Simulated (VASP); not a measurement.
The system is Tl.

```
Tl
1.0
    -1.94100    1.94100    1.94100
     1.94100   -1.94100    1.94100
     1.94100    1.94100   -1.94100
Tl
1
Cartesian
  0.0000 0.0000 0.0000
```

Base run:

| Quantity | Value |
| --- | --- |
| Program | VASP 6.6.1 |
| Functional | r2SCAN |
| Potentials or basis | VASP PAW PBE potentials, release 64 (Tl_d) |
| Cutoff | 550 eV |
| k mesh | 7 × 7 × 7 |
| Occupations | gaussian, width 0.1 eV |
| Spin | no spin polarisation |

Its results: pressure 0.7 GPa.

Question: The run is repeated on the same cell with these changes: functional from r2SCAN to PBE; cutoff from 550 eV to 520 eV; occupations from gaussian, width 0.1 eV to tetrahedron. What comes out?

Answer: Pressure 2.3 GPa.

Caveats: the PAW data sets were made with another functional, which shifts forces and pressure a little (some runs); tetrahedron occupations give inexact forces and stress in metals (some runs).
